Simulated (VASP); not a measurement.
# Al2O3 (Pnnm) in VASP: settings compared

Al2O3 is run at these levels: LDA, PBEsol+D3(BJ), PBE+D3(BJ); tasks: single point.

All numbers are computed with VASP 6.6.1; they aren't measurements. Logs are shortened: lines on timing, memory, paths and dates and some standing lists are left out, and cuts for length are marked.

**1. The cell of the first run**

It takes space group Pnnm (No. 58, orthorhombic). The conventional cell has a = 4.593 Å, b = 9.573 Å, c = 2.975 Å, α = 90.00°, β = 90.00°, γ = 90.00°. Within 2.2 Å of Al (site symmetry m) lie 4 O at 1.67 to 1.79 Å. Within 2.2 Å of O (site symmetry 2/m) lie 2 Al at 1.67 Å. O (site symmetry m) has 3 Al at 1.78 to 1.79 Å within 2.4 Å.

**2. Single point, LDA**

The input, INCAR:

```
SYSTEM = Al2O3
PREC = Accurate ; ENCUT = 520
EDIFF = 1E-7 ; ISMEAR = -1
SIGMA = 0.05 ; LREAL = .False.
LASPH = .True. ; NELM = 100
ALGO = Normal ; ISIF = 2
LWAVE = .False. ; LCHARG = .False.
GGA = CA ; NBANDS = 35
```

The input, KPOINTS:

```
regular mesh
0
Gamma
  6 3 9
  0 0 0
```

The input, POSCAR:

```
Al2O3
1.0
    4.5926435678      0.0000000000      0.0000000000
    0.0000000000      9.5729044591      0.0000000000
    0.0000000000      0.0000000000      2.9745915970
Al O
4 6
Direct
    1.0860445457      0.8309990356      0.0000000000
   -0.0860445457      0.1690009644      0.0000000000
    0.5860445457      0.6690009644      0.5000000000
    0.4139554543      0.3309990356      0.5000000000
    0.5000000000      0.5000000000      0.5000000000
    0.2683565374      0.7772736905      0.5000000000
    0.2316434626      0.2772736905      0.0000000000
    0.7683565374      0.7227263095      0.0000000000
    0.0000000000      0.0000000000      0.0000000000
    0.7316434626      0.2227263095      0.5000000000
```

Potentials or basis: VASP PAW LDA potentials, release 64 (Al, O).

Launch:

```console
cat potpaw_LDA.64/Al/POTCAR potpaw_LDA.64/O/POTCAR > POTCAR
mpirun -np 1 vasp_std > vasp.out
```

OUTCAR:

```text
SYSTEM = Al2O3
   PREC = Accurate
   ENCUT = 520
   EDIFF = 1E-7
   ISMEAR = -1
   LREAL = .False.
   LASPH = .True.
   NELM = 100
   ISIF = 2
   GGA = CA

 ion  position               nearest neighbor table
   1  0.086  0.831  0.000-   9 1.67   6 1.78   6 1.78   8 1.79   3 3.14   3 3.14   3 3.14   3 3.14
                             2 3.33
   2  0.914  0.169  0.000-   9 1.67  10 1.78  10 1.78   7 1.79   4 3.14   4 3.14   4 3.14   4 3.14
                             1 3.33
   3  0.586  0.669  0.500-   5 1.67   8 1.78   8 1.78   6 1.79   1 3.14   1 3.14   1 3.14   1 3.14
                             4 3.33
   4  0.414  0.331  0.500-   5 1.67   7 1.78   7 1.78  10 1.79   2 3.14   2 3.14   2 3.14   2 3.14
                             3 3.33
   5  0.500  0.500  0.500-   3 1.67   4 1.67
   6  0.268  0.777  0.500-   1 1.78   1 1.78   3 1.79
   7  0.232  0.277  0.000-   4 1.78   4 1.78   2 1.79
   8  0.768  0.723  0.000-   3 1.78   3 1.78   1 1.79
   9  0.000  0.000  0.000-   1 1.67   2 1.67
  10  0.732  0.223  0.500-   2 1.78   2 1.78   4 1.79

  LATTYP: Found a simple orthorhombic cell.
 ALAT       =     2.9745915970
 B/A-ratio  =     1.5439576890
 C/A-ratio  =     3.2182248040

  Lattice vectors:

 A1 = (   0.0000000000,   0.0000000000,   2.9745915970)
 A2 = (   4.5926435678,   0.0000000000,   0.0000000000)
 A3 = (   0.0000000000,   9.5729044591,   0.0000000000)

Analysis of symmetry for initial positions (statically):
=====================================================================
 Subroutine PRICEL returns:
 Original cell was already a primitive cell.

 Routine SETGRP: Setting up the symmetry group for a
 simple orthorhombic supercell.

 Subroutine GETGRP returns: Found  8 space group operations
 (whereof  4 operations were pure point group operations)
 out of a pool of  8 trial point group operations.

The static configuration has the point symmetry C_2h.
 The point group associated with its full space group is D_2h.

Analysis of symmetry for dynamics (positions and initial velocities):
=====================================================================
 Subroutine PRICEL returns:
 Original cell was already a primitive cell.

 Routine SETGRP: Setting up the symmetry group for a
 simple orthorhombic supercell.

 Subroutine GETGRP returns: Found  8 space group operations
 (whereof  4 operations were pure point group operations)
 out of a pool of  8 trial point group operations.

The dynamic configuration has the point symmetry C_2h.
 The point group associated with its full space group is D_2h.

 Subroutine INISYM returns: Found  8 space group operations
 (whereof  4 operations are pure point group operations),
 and found     1 'primitive' translations

----------------------------------------------------------------------------------------

                                     Primitive cell

  volume of cell :     130.7777

  direct lattice vectors                    reciprocal lattice vectors
     4.592643568  0.000000000  0.000000000     0.217739519  0.000000000  0.000000000
     0.000000000  9.572904459  0.000000000     0.000000000  0.104461504  0.000000000
     0.000000000  0.000000000  2.974591597     0.000000000  0.000000000  0.336180604

  length of vectors
     4.592643568  9.572904459  2.974591597     0.217739519  0.104461504  0.336180604

  position of ions in fractional coordinates (direct lattice)
     0.086044546  0.830999036  0.000000000
     0.913955454  0.169000964  0.000000000
     0.586044546  0.669000964  0.500000000
     0.413955454  0.330999036  0.500000000
     0.500000000  0.500000000  0.500000000
     0.268356537  0.777273691  0.500000000
     0.231643463  0.277273691  0.000000000
     0.768356537  0.722726309  0.000000000
     0.000000000  0.000000000  0.000000000
     0.731643463  0.222726309  0.500000000

  ion indices of the primitive-cell ions
   primitive index   ion index
                 1           1
                 2           2
                 3           3
                 4           4
                 5           5
                 6           6
                 7           7
                 8           8
                 9           9
                10          10

----------------------------------------------------------------------------------------

 KPOINTS: regular mesh

Automatic generation of k-mesh.
 Grid dimensions read from file:
 generate k-points for:    6    3    9

 Generating k-lattice:

  Cartesian coordinates                     Fractional coordinates (reciprocal lattice)
     0.036289920  0.000000000  0.000000000     0.166666667  0.000000000  0.000000000
     0.000000000  0.034820501  0.000000000     0.000000000  0.333333333  0.000000000
     0.000000000  0.000000000  0.037353400     0.000000000  0.000000000  0.111111111

  Length of vectors
     0.036289920  0.034820501  0.037353400

  Shift w.r.t. Gamma in fractional coordinates (k-lattice)
     0.000000000  0.000000000  0.000000000

[... 76 lines left out ...]
  ---------------------------------------------------
  ext. energy  EPLUGINS =         0.00000000
  ---------------------------------------------------
  free energy    TOTEN  =       -80.94554670 eV

  energy without entropy =      -80.94554670  energy(sigma->0) =      -80.94554670

 E-fermi :   3.1839     XC(G=0):  -9.5522

 val. band max:        2.0436374874   @ k =   0.0000   0.0000   0.0000
 cond. band min:       5.5091078810   @ k =   0.0000   0.0000   0.0000
 fundamental gap:      3.4654703936
 Fermi energy:         3.1838764335

 k-point     1 :       0.0000    0.0000    0.0000
  band No.  band energies     occupation
      1     -16.9807      2.00000
      2     -16.8941      2.00000
      3     -15.6289      2.00000
      4     -15.6067      2.00000
      5     -14.2531      2.00000
      6     -14.0978      2.00000
[... 27 lines left out ...]
     34      12.8992      0.00000
     35      14.0257      0.00000

 k-point     2 :       0.1667    0.0000    0.0000
  band No.  band energies     occupation
      1     -16.9040      2.00000
      2     -16.8193      2.00000
      3     -15.7397      2.00000
      4     -15.7072      2.00000
      5     -14.2343      2.00000
      6     -14.1032      2.00000
[... 27 lines left out ...]
     34      12.4799      0.00000
     35      13.6759      0.00000

 k-point     3 :       0.3333    0.0000    0.0000
  band No.  band energies     occupation
      1     -16.6871      2.00000
      2     -16.6079      2.00000
      3     -16.0214      2.00000
      4     -15.9691      2.00000
      5     -14.1928      2.00000
      6     -14.1203      2.00000
[... 27 lines left out ...]
     34      12.1276      0.00000
     35      13.1809      0.00000

 k-point     4 :       0.5000    0.0000    0.0000
  band No.  band energies     occupation
      1     -16.3696      2.00000
      2     -16.3696      2.00000
      3     -16.3009      2.00000
      4     -16.3009      2.00000
      5     -14.1510      2.00000
      6     -14.1510      2.00000
[... 27 lines left out ...]
     34      12.1094      0.00000
     35      13.2649      0.00000

 k-point     5 :       0.0000    0.3333    0.0000
  band No.  band energies     occupation
      1     -16.9600      2.00000
      2     -16.9167      2.00000
      3     -15.6225      2.00000
      4     -15.6115      2.00000
      5     -14.2145      2.00000
      6     -14.1368      2.00000
[... 638 lines left out ...]
 k-point    22 :       0.1667    0.3333    0.2222
  band No.  band energies     occupation
      1     -16.5850      2.00000
      2     -16.5503      2.00000
      3     -15.6542      2.00000
      4     -15.6464      2.00000
      5     -14.0872      2.00000
      6     -14.0294      2.00000
[... 27 lines left out ...]
     34      13.0263      0.00000
     35      13.3265      0.00000

 k-point    23 :       0.3333    0.3333    0.2222
  band No.  band energies     occupation
      1     -16.4046      2.00000
      2     -16.3733      2.00000
      3     -15.8685      2.00000
      4     -15.8517      2.00000
      5     -14.0648      2.00000
      6     -14.0325      2.00000
[... 27 lines left out ...]
     34      12.7934      0.00000
     35      13.2014      0.00000

 k-point    24 :       0.5000    0.3333    0.2222
  band No.  band energies     occupation
      1     -16.1561      2.00000
      2     -16.1561      2.00000
      3     -16.1082      2.00000
      4     -16.1082      2.00000
      5     -14.0440      2.00000
      6     -14.0440      2.00000
[... 27 lines left out ...]
     34      12.9053      0.00000
     35      12.9794      0.00000

 [... further k-points ...]
[... 5 lines left out ...]
  --------------------------------------------------------------------------------------
  -------------------------------------------------------------------------------------
  Total        0.4204078      1.1413993      0.5030277     -0.0000000      0.0000000      0.0000000
  in kB        5.1504780     13.9834514      6.1626666     -0.0000000      0.0000000      0.0000000
  external PRESSURE =       8.4321987 kB  Pullay stress =       0.0000000 kB

 VOLUME and BASIS-vectors are now :
 -----------------------------------------------------------------------------
  energy-cutoff  :      520.00
  volume of cell :      130.78
      direct lattice vectors                 reciprocal lattice vectors
     4.592643568  0.000000000  0.000000000     0.217739519  0.000000000  0.000000000
     0.000000000  9.572904459  0.000000000     0.000000000  0.104461504  0.000000000
     0.000000000  0.000000000  2.974591597     0.000000000  0.000000000  0.336180604

 POSITION                                       TOTAL-FORCE (eV/Angst)
 -----------------------------------------------------------------------------------
      0.39517      7.95507      0.00000         0.027072     -0.082891     -0.000000
      4.19747      1.61783      0.00000        -0.027072      0.082891      0.000000
      2.69149      6.40428      1.48730         0.027072      0.082891     -0.000000
      1.90115      3.16862      1.48730        -0.027072     -0.082891      0.000000
      2.29632      4.78645      1.48730         0.000000      0.000000      0.000000
      1.23247      7.44077      1.48730         0.010595     -0.003762      0.000000
      1.06386      2.65431      0.00000        -0.010595     -0.003762     -0.000000
      3.52879      6.91859      0.00000         0.010595      0.003762      0.000000
      0.00000      0.00000      0.00000         0.000000      0.000000      0.000000
      3.36018      2.13214      1.48730        -0.010595      0.003762      0.000000
 -----------------------------------------------------------------------------------
    total drift:                                0.000000     -0.000000      0.000000

  FREE ENERGIE OF THE ION-ELECTRON SYSTEM (eV)
  ---------------------------------------------------
  free  energy   TOTEN  =       -80.9455466990 eV

  energy  without entropy=      -80.9455466989  energy(sigma->0) =      -80.94554670
```

Run time: 2 min. Hardware: 1 thread of Intel Xeon Platinum 8559C (Emerald Rapids), shared host; peak memory 0.27 GiB.

Results:

| Quantity | Value |
| --- | --- |
| Free energy | -80.9455 eV |
| Pressure | 0.8 GPa |
| Largest force | 0.087 eV/Å |
| Band gap on the k mesh | 3.47 eV, direct |

Forces on the atoms (eV/Å):
```
Al   0.027 -0.083  0.000
Al  -0.027  0.083  0.000
Al   0.027  0.083  0.000
Al  -0.027 -0.083  0.000
O    0.000  0.000  0.000
O    0.011 -0.004  0.000
O   -0.011 -0.004  0.000
O    0.011  0.004  0.000
O    0.000  0.000  0.000
O   -0.011  0.004  0.000
```

Stress tensor (GPa, compression positive):
```
0.52 0.00 0.00
0.00 1.40 0.00
0.00 0.00 0.62
```

A k mesh can miss the band edges. LDA gaps usually lie below the measured ones, often by a third to a half.

**3. Single point, PBEsol+D3(BJ)**

This run uses another cell than the first one, of 12.88 Å³/atom, 0.985 times its volume.

The input, INCAR:

```
SYSTEM = Al2O3
ALGO = Normal ; EDIFF = 1E-7
ENCUT = 520 ; GGA = PS
ISIF = 2 ; ISMEAR = -1
IVDW = 12 ; LASPH = .True.
LCHARG = .False. ; LREAL = .False.
LWAVE = .False. ; NBANDS = 35
NELM = 60 ; PREC = Accurate
SIGMA = 0.05
```

The input, KPOINTS:

```
k-points
0
Gamma
  6 3 9
  0 0 0
```

The input, POSCAR:

```
Al2O3
1.0
    4.5098774523      0.0000000000      0.0000000000
    0.0000000000      9.5429905935      0.0000000000
    0.0000000000      0.0000000000      2.9928507851
Al O
4 6
Direct
    1.1237143418      0.8344938538      0.0000000000
   -0.1237143418      0.1655061462      0.0000000000
    0.6237143418      0.6655061462      0.5000000000
    0.3762856582      0.3344938538      0.5000000000
    0.5000000000      0.5000000000      0.5000000000
    0.3186828564      0.7878558323      0.5000000000
    0.1813171436      0.2878558323      0.0000000000
    0.8186828564      0.7121441677      0.0000000000
    0.0000000000      0.0000000000      0.0000000000
    0.6813171436      0.2121441677      0.5000000000
```

Potentials or basis: VASP PAW PBE potentials, release 64 (Al, O).

Launch:

```console
cat potpaw_PBE.64/Al/POTCAR potpaw_PBE.64/O/POTCAR > POTCAR
mpirun -np 1 vasp_std > vasp.out
```

Run time: 2.9 min. Hardware: 1 thread of AMD EPYC 7R13 (Zen 3), shared host; peak memory 0.28 GiB.

Results (log left out):

* Free energy: -78.2119 eV
* Pressure: 0.2 GPa
* Largest force: 0.049 eV/Å
* Band gap on the k mesh: 3.46 eV, direct
* Dispersion energy per atom: -0.128 eV

Forces in eV/Å, atoms in the order of the input:
```
Al   0.021 -0.044  0.000
Al  -0.021  0.044  0.000
Al   0.021  0.044  0.000
Al  -0.021 -0.044  0.000
O    0.000  0.000  0.000
O    0.005 -0.005  0.000
O   -0.005 -0.005  0.000
O    0.005  0.005  0.000
O    0.000  0.000  0.000
O   -0.005  0.005  0.000
```

Stress tensor (GPa, compression positive):
```
0.07 0.00 0.00
0.00 0.52 0.00
0.00 0.00 0.11
```

Levels at points of the mesh, in eV from the valence-band top:
| k point | band 21 | band 22 | band 23 | band 24 | band 25 | band 26 | band 27 | band 28 |
| --- | --- | --- | --- | --- | --- | --- | --- | --- |
| (0.00, 0.00, 0.00) | -1.30 | -0.64 | -0.06 | 0.00 | 3.46 | 5.31 | 6.00 | 6.50 |
| (0.50, 0.00, 0.00) | -1.01 | -1.01 | -0.03 | -0.03 | 5.96 | 5.96 | 6.74 | 6.74 |

Caveat: the PAW data sets were made with another functional, which shifts forces and pressure a little. A k mesh can miss the band edges.

**4. Single point, PBE+D3(BJ)**

This run uses another cell than the first one, of 13.21 Å³/atom, 1.010 times its volume.

The input, INCAR:

```
  PREC = Accurate
  ENCUT = 520
  EDIFF = 1E-6
  ISMEAR = -1
  SIGMA = 0.05
  LREAL = F
  LASPH = T
  NELM = 80
  ALGO = Normal
  ISIF = 2
  LWAVE = F
  LCHARG = T
  GGA = PE
  IVDW = 12
  LELF = T
  LVHAR = T
  NBANDS = 35
```

The input, KPOINTS:

```
Automatic mesh
0
Gamma
  6 3 9
```

The input, POSCAR:

```
Al2O3
1.0
    4.5647532822      0.0000000000      0.0000000000
    0.0000000000      9.6054824652      0.0000000000
    0.0000000000      0.0000000000      3.0125972894
Al O
4 6
Direct
    1.1147042111      0.8337113494      0.0000000000
   -0.1147042111      0.1662886506      0.0000000000
    0.6147042111      0.6662886506      0.5000000000
    0.3852957889      0.3337113494      0.5000000000
    0.5000000000      0.5000000000      0.5000000000
    0.3066033835      0.7856151813      0.5000000000
    0.1933966165      0.2856151813      0.0000000000
    0.8066033835      0.7143848187      0.0000000000
    0.0000000000      0.0000000000      0.0000000000
    0.6933966165      0.2143848187      0.5000000000
```

Launch:

```console
cat potpaw_PBE.64/Al/POTCAR potpaw_PBE.64/O/POTCAR > POTCAR
mpirun -np 1 vasp_std > vasp.out
```

Run time: 2.8 min. Hardware: 1 thread of AMD EPYC 7R13 (Zen 3), shared host; peak memory 0.28 GiB.

Results (log left out):

```yaml
Free_energy: -75.4738 eV
Pressure: 0.0 GPa
Largest_force: 0.026 eV/Å
Band_gap_on_the_k_mesh: 3.48 eV, direct
Dispersion_energy_per_atom: -0.148 eV
```

Forces in eV/Å, atoms in the order of the input:
```
Al   0.009 -0.024  0.000
Al  -0.009  0.024  0.000
Al   0.009  0.024  0.000
Al  -0.009 -0.024  0.000
O    0.000  0.000  0.000
O    0.001 -0.003  0.000
O   -0.001 -0.003  0.000
O    0.001  0.003  0.000
O    0.000  0.000  0.000
O   -0.001  0.003  0.000
```

Stress tensor (GPa, compression positive):
```
-0.11  0.00  0.00
 0.00  0.15  0.00
 0.00  0.00 -0.13
```

Levels at points of the mesh, in eV from the valence-band top:
```tsv
k point	band 20	band 21	band 22	band 23	band 24	band 25	band 26	band 27	band 28	band 29
(0.00, 0.00, 0.00)	-1.77	-1.26	-0.59	-0.06	0.00	3.48	5.26	6.13	6.56	6.90
(0.50, 0.00, 0.00)	-2.45	-0.98	-0.98	-0.03	-0.03	5.97	5.97	6.70	6.70	7.66
```

A k mesh can miss the band edges. A hybrid or GW would open this gap; PBE tends to underestimate it.

**5. Single point, PBE+D3(BJ)**

This run uses another cell than the first one, of 13.21 Å³/atom, 1.010 times its volume.

The input, INCAR:

```
SYSTEM = Al2O3
PREC = Accurate
ENCUT = 520
EDIFF = 1E-7
ISMEAR = -1
SIGMA = 0.05
LREAL = .FALSE.
LASPH = .TRUE.
NELM = 80
ALGO = Normal
ISIF = 2
LWAVE = .FALSE.
LCHARG = .TRUE.
GGA = PE
IVDW = 12
LELF = .TRUE.
LVHAR = .TRUE.
NBANDS = 35
```

The input, KPOINTS:

```
Automatic mesh
0
G
  6 3 9
  0 0 0
```

The input, POSCAR:

```
Al2O3
1.0
    4.5647534033      0.0000000000      0.0000000000
    0.0000000000      9.6054827401      0.0000000000
    0.0000000000      0.0000000000      3.0125972451
Al O
4 6
Direct
    1.1147041397      0.8337113444      0.0000000000
   -0.1147041397      0.1662886556      0.0000000000
    0.6147041397      0.6662886556      0.5000000000
    0.3852958603      0.3337113444      0.5000000000
    0.5000000000      0.5000000000      0.5000000000
    0.3066032972      0.7856151686      0.5000000000
    0.1933967028      0.2856151686      0.0000000000
    0.8066032972      0.7143848314      0.0000000000
    0.0000000000      0.0000000000      0.0000000000
    0.6933967028      0.2143848314      0.5000000000
```

Launch:

```console
cat potpaw_PBE.64/Al/POTCAR potpaw_PBE.64/O/POTCAR > POTCAR
mpirun -np 1 vasp_std > vasp.out
```

Run time: 3.2 min. Hardware: 1 thread of Intel Xeon 8259CL, shared host; peak memory 0.31 GiB.

It converged, with:

```
Free energy                : -75.4738 eV
Pressure                   : 0.0 GPa
Largest force              : 0.026 eV/Å
Band gap on the k mesh     : 3.48 eV, direct
Dispersion energy per atom : -0.148 eV
```

Forces in eV/Å, atoms in the order of the input:
```
Al   0.009 -0.024  0.000
Al  -0.009  0.024  0.000
Al   0.009  0.024  0.000
Al  -0.009 -0.024  0.000
O    0.000  0.000  0.000
O    0.000 -0.003  0.000
O    0.000 -0.003  0.000
O    0.000  0.003  0.000
O    0.000  0.000  0.000
O    0.000  0.003  0.000
```

Stress tensor (GPa, compression positive):
```
-0.11  0.00  0.00
 0.00  0.15  0.00
 0.00  0.00 -0.13
```

Levels at points of the mesh, in eV from the valence-band top:
```csv
k point,band 21,band 22,band 23,band 24,band 25,band 26,band 27,band 28
"(0.00, 0.00, 0.00)",-1.26,-0.59,-0.06,0.00,3.48,5.26,6.13,6.56
"(0.50, 0.00, 0.00)",-0.98,-0.98,-0.03,-0.03,5.97,5.97,6.70,6.70
```

A k mesh can miss the band edges. A hybrid or GW would open this gap; PBE tends to underestimate it.

**6. The runs side by side**

```csv
level,potentials or basis,cell,gap on the mesh (eV),pressure (GPa),largest force (eV/Å)
LDA,"VASP PAW LDA potentials, release 64 (Al, O)","a = 4.593, b = 9.573, c = 2.975 Å, 10 atoms",3.47,0.8,0.09
PBEsol+D3(BJ),"VASP PAW PBE potentials, release 64 (Al, O)","a = 4.510, b = 9.543, c = 2.993 Å, 10 atoms",3.46,0.2,0.05
PBE+D3(BJ),"VASP PAW PBE potentials, release 64 (Al, O)","a = 4.565, b = 9.605, c = 3.013 Å, 10 atoms",3.48,0.0,0.03
```

Alike in all rows: task single point; no spin polarisation; k mesh 6 × 3 × 9; cutoff (eV) 520; smearing fermi-dirac 0.05 eV.

Caveats: the PAW data sets were made with another functional, which shifts forces and pressure a little (some runs).

Total energies depend on the potentials used, so only differences within one code and one set of settings carry meaning.
